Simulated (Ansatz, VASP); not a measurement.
Two plane-wave programs on HfO2

```
Hf O
1.0
     3.52812    0.00000    0.00000
     0.00000    3.52812    0.00000
     0.00000    0.00000    5.12840
Hf O
2 4
Cartesian
  1.7641 1.7641 2.5642
  0.0000 0.0000 0.0000
  0.0000 1.7641 3.5756
  1.7641 0.0000 4.1170
  1.7641 0.0000 1.5528
  0.0000 1.7641 1.0114
```

Alike in both runs: task single point; functional PBE; k mesh 6 × 6 × 4; no spin polarisation.

```csv
,VASP,Ansatz
version,VASP 6.6.1,Ansatz 0.2.0
potentials or method,"VASP PAW PBE potentials, release 64 (Hf_pv, O), cutoff 520 eV","plane waves, PAW"
occupations,"gaussian, width 0.01 eV",fixed
valence electrons in the cell,44,76
```

|  | VASP | Ansatz | Ansatz less VASP |
| --- | --- | --- | --- |
| pressure (GPa) | 13.8 | 17.4 | +3.66 |
| traceless stress, the component that is largest in VASP (GPa) | -1.17 | -1.23 | -0.068 |

VASP's potentials hold 44 valence electrons a cell and Ansatz's 76, so a difference there can come from the potentials and not from the codes.

Neither program's run includes spin-orbit coupling.
